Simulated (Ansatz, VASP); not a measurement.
Li2Se: VASP beside Ansatz

Contents of INCAR:

```
PREC = Accurate
ENCUT = 750
EDIFF = 1E-6
ISMEAR = -1
SIGMA = 0.05
LREAL = F
LASPH = T
NELM = 120
ALGO = Normal
ISIF = 2
LWAVE = F
LCHARG = F
GGA = CA
NBANDS = 13
GGA_COMPAT = F
```

KPOINTS

```
regular mesh
0
Gamma
  7 7 7
```

File POSCAR:

```
Li2Se
1.0
    0.0000000000      3.0613874993      3.0613874993
    3.0613874993      0.0000000000      3.0613874993
    3.0613874993      3.0613874993      0.0000000000
Se Li
1 2
Direct
    0.0000000000      0.0000000000      0.0000000000
    0.7500000000      0.7500000000      0.7500000000
    0.2500000000      0.2500000000      0.2500000000
```

Contents of input.yaml:

```yaml
crystal:
  lattice:
    - [0.0, 3.0613874993, 3.0613874993]
    - [3.0613874993, 0.0, 3.0613874993]
    - [3.0613874993, 3.0613874993, 0.0]
  atoms:
    - { symbol: Se, position: [0.0, 0.0, 0.0] }
    - { symbol: Li, position: [0.75, 0.75, 0.75] }
    - { symbol: Li, position: [0.25, 0.25, 0.25] }
hamiltonian:
  xc: lda
  pseudopotentials: { kind: paw }
kpoints:
  mp_grid: { grid: [7, 7, 7] }
scf:
  occupations: { method: fermi_dirac, width: 0.05 }
output:
  forces: true
  stress: true
  eigenvalues: true
```

Alike in both runs: task single point; functional LDA; k mesh 7 × 7 × 7; occupations fermi-dirac, width 0.05 eV; no spin polarisation.

|  | VASP | Ansatz |
| --- | --- | --- |
| version | VASP 6.6.1 | Ansatz 0.2.0 |
| potentials or method | VASP PAW LDA potentials, release 64 (Se, Li_sv) | Ansatz PAW |
| plane-wave cutoff (eV) | 750 | 420 |
| valence electrons in the cell | 12 | 22 |

```tsv
	VASP	Ansatz	Ansatz less VASP
gap on the k mesh at the Fermi level (eV)	2.97	2.96	-0.015
least direct gap on the mesh (eV)	2.97	2.96	-0.015
pressure (GPa)	-4.1	-4.0	+0.03
```

LDA's correlation is that of Perdew and Zunger in VASP and of Perdew and Wang (1992) in Ansatz. VASP's potentials hold 12 valence electrons a cell and Ansatz's 22, so a difference there can come from the potentials and not from the codes.

Noted on Ansatz's run: odd divisions of the mesh miss points on the zone boundary, where band edges often lie, so the gap on the mesh can be too wide.
